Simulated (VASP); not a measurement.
Runs of VASP 6.6.1 on ZnS. The structure is that of space group F-43m (No. 216), or close to it. The cells are those of the table. 

```csv
level,cell,smearing,gap on the mesh (eV),pressure (GPa)
PBE,"a = 3.822, b = 3.822, c = 3.696 Å, angles 61.1, 61.1, 57.8°, 2 atoms",fermi-dirac 0.02 eV,2.17,4.6
PBE,"a = 3.818, b = 3.818, c = 3.734 Å, angles 60.7, 60.7, 58.5°, 2 atoms",fermi-dirac 0.02 eV,2.17,3.8
r2SCAN,"a = 3.818, b = 3.818, c = 3.734 Å, angles 60.7, 60.7, 58.5°, 2 atoms",gaussian 0.01 eV,(a),1.4
r2SCAN,"a = 3.822, b = 3.822, c = 3.696 Å, angles 61.1, 61.1, 57.8°, 2 atoms",gaussian 0.01 eV,2.74,2.2
PBE,"a = 3.814, b = 3.814, c = 3.772 Å, angles 60.4, 60.4, 59.3°, 2 atoms",fermi-dirac 0.02 eV,(b),3.1
```

Alike in all rows: task single point; potentials or basis VASP PAW PBE potentials, release 64 (Zn, S); no spin polarisation; k mesh 8 × 8 × 8; cutoff (eV) 520.

Question: Estimate the missing entries.

Answer: (a) 2.73; (b) 2.16.

Caveats: the PAW data sets were made with another functional, which shifts forces and pressure a little (some runs).

